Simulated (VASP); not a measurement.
# VH2 (Fm-3m) in VASP: notebook

VH2 is run at these levels: PBEsol; tasks: single point.

All numbers are computed with VASP 6.6.1; they aren't measurements. Logs are shortened: lines on timing, memory, paths and dates and some standing lists are left out, and cuts for length are marked.

## Step 1: The cell of the first run

The structure is cubic, space group Fm-3m (No. 225). Conventional cell: a = 4.035 Å, b = 4.035 Å, c = 4.035 Å, α = 90.00°, β = 90.00°, γ = 90.00°. V (site symmetry m-3m) has 8 H at 1.75 Å within 2.3 Å. Within 2.3 Å of H (site symmetry -43m) lie 4 V at 1.75 Å and 6 H at 2.02 Å.

## Step 2: Single point, PBEsol (volume scaled by 0.91)

Input file INCAR:

```
PREC = Accurate
ENCUT = 520
EDIFF = 1E-6
ISMEAR = 0
SIGMA = 0.1
LREAL = False
LASPH = True
NELM = 100
ALGO = Normal
ISIF = 2
LWAVE = False
LCHARG = False
GGA = PS
NBANDS = 14
```

Input file KPOINTS:

```
regular mesh
0
Gamma
  18 18 18
```

Input file POSCAR:

```
VH2
1.0
    0.0000000000      2.0176519942      2.0176519942
    2.0176519942      0.0000000000      2.0176519942
    2.0176519942      2.0176519942      0.0000000000
V H
1 2
Direct
    0.0000000000      0.0000000000      0.0000000000
    0.2500000000      0.2500000000      0.2500000000
    0.7500000000      0.7500000000      0.7500000000
```

Potentials or basis: VASP PAW PBE potentials, release 64 (V_sv, H).

Run with:

```bash
$ cat potpaw_PBE.64/V_sv/POTCAR potpaw_PBE.64/H/POTCAR > POTCAR
$ mpirun -np 1 vasp_std > vasp.out
```

OUTCAR:

```text
PREC = Accurate
   ENCUT = 520
   EDIFF = 1E-6
   ISMEAR = 0
   LREAL = False
   LASPH = True
   NELM = 100
   ISIF = 2
   GGA = PS

 ion  position               nearest neighbor table
   1  0.000  0.000  0.000-   2 1.75   3 1.75   3 1.75   3 1.75   3 1.75   2 1.75   2 1.75   2 1.75

   2  0.250  0.250  0.250-   1 1.75   1 1.75   1 1.75   1 1.75
   3  0.750  0.750  0.750-   1 1.75   1 1.75   1 1.75   1 1.75

  LATTYP: Found a face centered cubic cell.
 ALAT       =     4.0353039884

  Lattice vectors:

 A1 = (   0.0000000000,   2.0176519942,   2.0176519942)
 A2 = (   2.0176519942,   0.0000000000,   2.0176519942)
 A3 = (   2.0176519942,   2.0176519942,   0.0000000000)

Analysis of symmetry for initial positions (statically):
=====================================================================
 Subroutine PRICEL returns:
 Original cell was already a primitive cell.

 Routine SETGRP: Setting up the symmetry group for a
 face centered cubic supercell.

 Subroutine GETGRP returns: Found 48 space group operations
 (whereof 48 operations were pure point group operations)
 out of a pool of 48 trial point group operations.

The static configuration has the point symmetry O_h .

Analysis of symmetry for dynamics (positions and initial velocities):
=====================================================================
 Subroutine PRICEL returns:
 Original cell was already a primitive cell.

 Routine SETGRP: Setting up the symmetry group for a
 face centered cubic supercell.

 Subroutine GETGRP returns: Found 48 space group operations
 (whereof 48 operations were pure point group operations)
 out of a pool of 48 trial point group operations.

The dynamic configuration has the point symmetry O_h .

 Subroutine INISYM returns: Found 48 space group operations
 (whereof 48 operations are pure point group operations),
 and found     1 'primitive' translations

----------------------------------------------------------------------------------------

                                     Primitive cell

  volume of cell :      16.4274

  direct lattice vectors                    reciprocal lattice vectors
     0.000000000  2.017651994  2.017651994    -0.247812805  0.247812805  0.247812805
     2.017651994  0.000000000  2.017651994     0.247812805 -0.247812805  0.247812805
     2.017651994  2.017651994  0.000000000     0.247812805  0.247812805 -0.247812805

  length of vectors
     2.853390814  2.853390814  2.853390814     0.429224369  0.429224369  0.429224369

  position of ions in fractional coordinates (direct lattice)
     0.000000000  0.000000000  0.000000000
     0.250000000  0.250000000  0.250000000
     0.750000000  0.750000000  0.750000000

  ion indices of the primitive-cell ions
   primitive index   ion index
                 1           1
                 2           2
                 3           3

----------------------------------------------------------------------------------------

 KPOINTS: regular mesh

Automatic generation of k-mesh.
 Grid dimensions read from file:
 generate k-points for:   18   18   18

 Generating k-lattice:

  Cartesian coordinates                     Fractional coordinates (reciprocal lattice)
    -0.013767378  0.013767378  0.013767378     0.055555556  0.000000000  0.000000000
     0.013767378 -0.013767378  0.013767378     0.000000000  0.055555556  0.000000000
     0.013767378  0.013767378 -0.013767378     0.000000000  0.000000000  0.055555556

  Length of vectors
     0.023845798  0.023845798  0.023845798

  Shift w.r.t. Gamma in fractional coordinates (k-lattice)
     0.000000000  0.000000000  0.000000000

 Subroutine IBZKPT returns following result:
 ===========================================

 Found    195 irreducible k-points:

 Following reciprocal coordinates:
            Coordinates               Weight
  0.000000  0.000000  0.000000      1.000000
  0.055556  0.000000  0.000000      8.000000
  0.111111  0.000000  0.000000      8.000000
  0.166667  0.000000  0.000000      8.000000
  0.222222  0.000000  0.000000      8.000000
  0.277778  0.000000  0.000000      8.000000
[... 16 lines left out ...]
 -0.277778  0.055556  0.000000     24.000000
 -0.222222  0.055556  0.000000     24.000000
 [... further k-points ...]
   k-points           NKPTS =    195   k-points in BZ     NKDIM =    195   number of bands    NBANDS=     14
   number of dos      NEDOS =    301   number of ions     NIONS =      3
   total plane-waves  NPLWV =  13824
   dimension x,y,z NGX =    24 NGY =   24 NGZ =   24
   dimension x,y,z NGXF=    48 NGYF=   48 NGZF=   48
   ions per type =               1   2
   NGX,Y,Z   is equivalent  to a cutoff of  13.98, 13.98, 13.98 a.u.
   NGXF,Y,Z  is equivalent  to a cutoff of  27.97, 27.97, 27.97 a.u.
 SYSTEM =  unknown system
   PREC   = accura    normal or accurate (medium, high low for compatibility)
   ISTART =      0    job   : 0-new  1-cont  2-samecut
   ICHARG =      2    charge: 1-file 2-atom 10-const
   ISPIN  =      1    spin polarized calculation?
   LNONCOLLINEAR =      F non collinear calculations
   LSORBIT =      F    spin-orbit coupling
   LASPH  =      T    aspherical Exc in radial PAW
   ENCUT  =  520.0 eV  38.22 Ry    6.18 a.u.   5.31  5.31  5.31*2*pi/ulx,y,z
   NELM   =    100;   NELMIN=  2; NELMDL= -5     # of ELM steps
   EDIFF  = 0.1E-05   stopping-criterion for ELM
   LREAL  =      F    real-space projection
[... 7 lines left out ...]
   TEBEG  =    0.0;   TEEND  =   0.0 temperature during run
   PSTRESS=    0.0 pullay stress
   NELECT =      15.0000    total number of electrons
   NUPDOWN=      -1.0000    fix difference up-down
   EMIN   =  10.00;   EMAX   =-10.00  energy-range for DOS
   EFERMI =   0.00;   METHOD = LEGACY
   ISMEAR =     0;   SIGMA  =   0.10  broadening in eV -4-tet -1-fermi 0-gaus
   EFERMI_NEDOS =   21; number of points for ismear=-14 and -15
   IALGO  =     38    algorithm
   IMIX   =      4    mixing-type and parameters
     AMIX     =   0.40;   BMIX     =  1.00
     AMIX_MAG =   1.60;   BMIX_MAG =  1.00
  volume/ion in A,a.u.               =       5.48        36.95
  Fermi-wavevector in a.u.,A,eV,Ry     =   1.588238  3.001335 34.320707  2.522501
  Thomas-Fermi vector in A             =   2.687273
   LORBIT       =      0    0 simple, 1 ext, 2 COOP (PROOUT), +10 PAW based schemes
   GGA     = PS    functional components
   LHFCALC =     F    Hartree Fock is set to
   AEXX    =    0.0000 exact exchange contribution
   IVDW    =     0    specifies the selected vdW correction
   LEPSILON=     F    determine dielectric tensor
   LRPA    =     F    only Hartree local field effects (RPA)
 non-spin polarized calculation
 Gauss-broadening in eV      SIGMA  =   0.10
  energy-cutoff  :      520.00
  volume of cell :       16.43
 maximum number of plane-waves:       459
 NGX is ok and might be reduce to    24
   NGX = 11   NGY = 11   NGZ = 11

 number of electron      14.9999998 magnetization

 Free energy of the ion-electron system (eV)
  ---------------------------------------------------
  ext. energy  EPLUGINS =         0.00000000
  ---------------------------------------------------
  free energy    TOTEN  =       -16.98005616 eV

  energy without entropy =      -16.97431117  energy(sigma->0) =      -16.97718367

 E-fermi :   9.8994     XC(G=0): -13.1649

 val. band max:        9.8962651591   @ k =  -0.3889   0.2778   0.1111
 cond. band min:       9.9312635778   @ k =   0.4444   0.2222   0.0000
 fundamental gap:      0.0349984187
 Fermi energy:         9.8993916231

 k-point     1 :       0.0000    0.0000    0.0000
  band No.  band energies     occupation
      1     -54.3086      2.00000
      2     -28.0099      2.00000
      3     -28.0099      2.00000
      4     -28.0099      2.00000
      5      -2.4445      2.00000
      6       8.7322      2.00000
      7       8.7322      2.00000
      8       8.7322      2.00000
      9      10.8447      0.00000
     10      10.8447      0.00000
     11      11.3643      0.00000
     12      27.2543      0.00000
     13      28.4700      0.00000
     14      28.4700      0.00000

 k-point     2 :       0.0556    0.0000    0.0000
  band No.  band energies     occupation
      1     -54.3055      2.00000
      2     -28.0290      2.00000
      3     -28.0122      2.00000
      4     -28.0122      2.00000
      5      -2.3487      2.00000
      6       8.2621      2.00000
      7       8.7709      2.00000
      8       8.7709      2.00000
      9      10.8205      0.00000
     10      10.8205      0.00000
     11      11.8985      0.00000
     12      26.0403      0.00000
     13      28.4867      0.00000
     14      28.4867      0.00000

 k-point     3 :       0.1111    0.0000    0.0000
  band No.  band energies     occupation
      1     -54.2967      2.00000
      2     -28.0836      2.00000
      3     -28.0188      2.00000
      4     -28.0188      2.00000
      5      -2.0692      2.00000
      6       7.3747      2.00000
      7       8.8749      2.00000
      8       8.8749      2.00000
      9      10.7636      0.00000
     10      10.7636      0.00000
     11      12.9609      0.00000
     12      24.4060      0.00000
     13      28.5150      0.00000
     14      28.5150      0.00000
[... 324 lines left out ...]
 k-point    23 :      -0.2778    0.0556    0.0000
  band No.  band energies     occupation
      1     -54.2412      2.00000
      2     -28.4060      2.00000
      3     -28.0781      2.00000
      4     -28.0531      2.00000
      5      -0.1142      2.00000
      6       4.7890      2.00000
      7       9.0218      2.00000
      8       9.1618      2.00000
      9      10.7839      0.00000
     10      11.2633      0.00000
     11      15.9308      0.00000
     12      19.8665      0.00000
     13      25.2213      0.00000
     14      26.7307      0.00000

 k-point    24 :      -0.2222    0.0556    0.0000
  band No.  band energies     occupation
      1     -54.2586      2.00000
      2     -28.3046      2.00000
      3     -28.0643      2.00000
      4     -28.0398      2.00000
      5      -0.7664      2.00000
      6       5.3598      2.00000
      7       9.0743      2.00000
      8       9.1849      2.00000
      9      10.5664      0.00000
     10      11.0294      0.00000
     11      15.4523      0.00000
     12      21.0247      0.00000
     13      25.8845      0.00000
     14      26.9125      0.00000

 [... further k-points ...]
[... 5 lines left out ...]
  --------------------------------------------------------------------------------------
  -------------------------------------------------------------------------------------
  Total        2.2405541      2.2405541      2.2405541      0.0000000     -0.0000000      0.0000000
  in kB      218.5230460    218.5230460    218.5230460      0.0000000     -0.0000000      0.0000000
  external PRESSURE =     218.5230460 kB  Pullay stress =       0.0000000 kB

 VOLUME and BASIS-vectors are now :
 -----------------------------------------------------------------------------
  energy-cutoff  :      520.00
  volume of cell :       16.43
      direct lattice vectors                 reciprocal lattice vectors
     0.000000000  2.017651994  2.017651994    -0.247812805  0.247812805  0.247812805
     2.017651994  0.000000000  2.017651994     0.247812805 -0.247812805  0.247812805
     2.017651994  2.017651994  0.000000000     0.247812805  0.247812805 -0.247812805

 POSITION                                       TOTAL-FORCE (eV/Angst)
 -----------------------------------------------------------------------------------
      0.00000      0.00000      0.00000         0.000000      0.000000     -0.000000
      1.00883      1.00883      1.00883         0.000000      0.000000     -0.000000
      3.02648      3.02648      3.02648        -0.000000     -0.000000      0.000000
 -----------------------------------------------------------------------------------
    total drift:                               -0.000000      0.000000      0.000000

  FREE ENERGIE OF THE ION-ELECTRON SYSTEM (eV)
  ---------------------------------------------------
  free  energy   TOTEN  =       -16.9800561620 eV

  energy  without entropy=      -16.9743111702  energy(sigma->0) =      -16.97718367
```

It took 38 s on 1 thread of Intel Xeon Platinum 8375C at 2.90GHz (Ice Lake), shared host; peak memory 0.17 GiB.

What came out:

```yaml
Free_energy: -16.9801 eV
Pressure: 21.9 GPa
```

Caveat: the PAW data sets were made with another functional, which shifts forces and pressure a little.

## Step 3: Single point, PBEsol (volume scaled by 1.10)

Input file INCAR:

```
PREC = Accurate ; ENCUT = 520
EDIFF = 1E-7 ; ISMEAR = 0
SIGMA = 0.1 ; LREAL = False
LASPH = True ; NELM = 60
ALGO = Normal ; ISIF = 2
LWAVE = False ; LCHARG = False
GGA = PS ; NBANDS = 14
```

Input file KPOINTS:

```
Automatic mesh
0
Gamma
  18 18 18
```

Input file POSCAR:

```
VH2
1.0
    0.0000000000      2.1492982839      2.1492982839
    2.1492982839      0.0000000000      2.1492982839
    2.1492982839      2.1492982839      0.0000000000
V H
1 2
Direct
    0.0000000000      0.0000000000      0.0000000000
    0.2500000000      0.2500000000      0.2500000000
    0.7500000000      0.7500000000      0.7500000000
```

Potentials or basis: VASP PAW PBE potentials, release 64 (V_sv, H).

Run with:

```bash
$ cat potpaw_PBE.64/V_sv/POTCAR potpaw_PBE.64/H/POTCAR > POTCAR
$ mpirun -np 1 vasp_std > vasp.out
```

OUTCAR:

```text
PREC = Accurate
   ENCUT = 520
   EDIFF = 1E-7
   ISMEAR = 0
   LREAL = False
   LASPH = True
   NELM = 60
   ISIF = 2
   GGA = PS

 ion  position               nearest neighbor table
   1  0.000  0.000  0.000-   3 1.86   3 1.86   3 1.86   2 1.86   2 1.86   2 1.86   3 1.86   2 1.86

   2  0.250  0.250  0.250-   1 1.86   1 1.86   1 1.86   1 1.86
   3  0.750  0.750  0.750-   1 1.86   1 1.86   1 1.86   1 1.86

  LATTYP: Found a face centered cubic cell.
 ALAT       =     4.2985965678

  Lattice vectors:

 A1 = (   0.0000000000,   2.1492982839,   2.1492982839)
 A2 = (   2.1492982839,   0.0000000000,   2.1492982839)
 A3 = (   2.1492982839,   2.1492982839,   0.0000000000)

Analysis of symmetry for initial positions (statically):
=====================================================================
 Subroutine PRICEL returns:
 Original cell was already a primitive cell.

 Routine SETGRP: Setting up the symmetry group for a
 face centered cubic supercell.

 Subroutine GETGRP returns: Found 48 space group operations
 (whereof 48 operations were pure point group operations)
 out of a pool of 48 trial point group operations.

The static configuration has the point symmetry O_h .

[... 171 lines left out ...]
      1     -56.6106      2.00000
      2     -30.4247      2.00000
      3     -30.4247      2.00000
      4     -30.4247      2.00000
      5      -3.4422      2.00000
      6       6.8005      2.00000
      7       6.8005      2.00000
      8       6.8005      2.00000
      9       8.4387      0.00000
     10       8.4387      0.00000
     11       8.9575      0.00000
     12      23.3094      0.00000
     13      24.5961      0.00000
     14      24.5961      0.00000
[... 377 lines left out ...]
      1     -56.5892      2.00000
      2     -30.5729      2.00000
      3     -30.4533      2.00000
      4     -30.4408      2.00000
      5      -2.0055      2.00000
      6       3.8428      2.00000
      7       7.0741      2.00000
      8       7.1613      2.00000
      9       8.2387      0.00000
     10       8.5838      0.00000
     11      12.2440      0.00000
     12      17.7611      0.00000
     13      21.3996      0.00000
     14      22.4207      0.00000

 [... further k-points ...]
[... 5 lines left out ...]
  --------------------------------------------------------------------------------------
  -------------------------------------------------------------------------------------
  Total       -1.8473659     -1.8473659     -1.8473659      0.0000000      0.0000000     -0.0000000
  in kB     -149.0539276   -149.0539276   -149.0539276      0.0000000      0.0000000     -0.0000000
  external PRESSURE =    -149.0539276 kB  Pullay stress =       0.0000000 kB

 VOLUME and BASIS-vectors are now :
 -----------------------------------------------------------------------------
  energy-cutoff  :      520.00
  volume of cell :       19.86
      direct lattice vectors                 reciprocal lattice vectors
     0.000000000  2.149298284  2.149298284    -0.232634067  0.232634067  0.232634067
     2.149298284  0.000000000  2.149298284     0.232634067 -0.232634067  0.232634067
     2.149298284  2.149298284  0.000000000     0.232634067  0.232634067 -0.232634067

 POSITION                                       TOTAL-FORCE (eV/Angst)
 -----------------------------------------------------------------------------------
      0.00000      0.00000      0.00000        -0.000000      0.000000      0.000000
      1.07465      1.07465      1.07465        -0.000000     -0.000000     -0.000000
      3.22395      3.22395      3.22395         0.000000      0.000000      0.000000
 -----------------------------------------------------------------------------------
    total drift:                               -0.000000      0.000000      0.000000

  FREE ENERGIE OF THE ION-ELECTRON SYSTEM (eV)
  ---------------------------------------------------
  free  energy   TOTEN  =       -16.9981700299 eV

  energy  without entropy=      -16.9908229263  energy(sigma->0) =      -16.99449648
```

OSZICAR:

```text
N       E                     dE             d eps       ncg     rms          rms(c)
DAV:   1     0.104346502406E+03    0.10435E+03   -0.76341E+03  5466   0.111E+03
DAV:   2    -0.175103248316E+02   -0.12186E+03   -0.11690E+03  5832   0.329E+02
DAV:   3    -0.196678863071E+02   -0.21576E+01   -0.21483E+01  5946   0.491E+01
DAV:   4    -0.196774257239E+02   -0.95394E-02   -0.95391E-02  5916   0.357E+00
DAV:   5    -0.196775245574E+02   -0.98833E-04   -0.98833E-04  6138   0.346E-01    0.233E+01
DAV:   6    -0.170763150541E+02    0.26012E+01   -0.61678E+00  5508   0.380E+01    0.234E+00
DAV:   7    -0.170189673923E+02    0.57348E-01   -0.33972E-01  5520   0.728E+00    0.236E+00
DAV:   8    -0.169980258012E+02    0.20942E-01   -0.18092E-02  5832   0.159E+00    0.389E-01
DAV:   9    -0.169982323294E+02   -0.20653E-03   -0.33304E-03  5532   0.784E-01    0.283E-01
DAV:  10    -0.169981777225E+02    0.54607E-04   -0.13854E-04  5706   0.178E-01    0.554E-02
DAV:  11    -0.169981702318E+02    0.74908E-05   -0.13151E-05  5700   0.474E-02    0.180E-02
DAV:  12    -0.169981700226E+02    0.20919E-06   -0.28574E-07  5718   0.687E-03    0.329E-03
DAV:  13    -0.169981700299E+02   -0.73705E-08   -0.31430E-08  2910   0.264E-03
   1 F= -.16998170E+02 E0= -.16994496E+02  d E =-.734710E-02
```

stdout:

```text
POSCAR found type information on POSCAR V H
 POSCAR found :  2 types and       3 ions
 scaLAPACK will be used
 -----------------------------------------------------------------------------
|                                                                             |
|                                                                             |
|     You enforced a specific xc type in the INCAR file but a different       |
|     I HOPE YOU KNOW WHAT YOU ARE DOING!                                     |
|                                                                             |
 -----------------------------------------------------------------------------

 LDA part: xc-table for (Slater+PW92), standard interpolation
 POSCAR, INCAR and KPOINTS ok, starting setup
 FFT: planning ... GRIDC
 FFT: planning ... GRID_SOFT
 FFT: planning ... GRID
 WAVECAR not read
 entering main loop
```

Run time: 46 s. Hardware: 1 thread of Intel Xeon Platinum 8375C at 2.90GHz (Ice Lake), shared host; peak memory 0.18 GiB.

What came out:

```yaml
Free_energy: -16.9982 eV
Pressure: -14.9 GPa
```

Levels at points of the mesh, in eV from the Fermi level:
```tsv
k point	band 6	band 7	band 8	band 9	band 10	band 11
(0.00, 0.00, 0.00)	-0.92	-0.92	-0.92	0.72	0.72	1.24
(0.50, 0.00, 0.00)	-5.48	-0.79	-0.79	1.43	1.43	3.97
(0.50, 0.50, 0.00)	-5.49	-3.44	1.53	1.53	1.53	6.52
```

Caveat: the PAW data sets were made with another functional, which shifts forces and pressure a little.
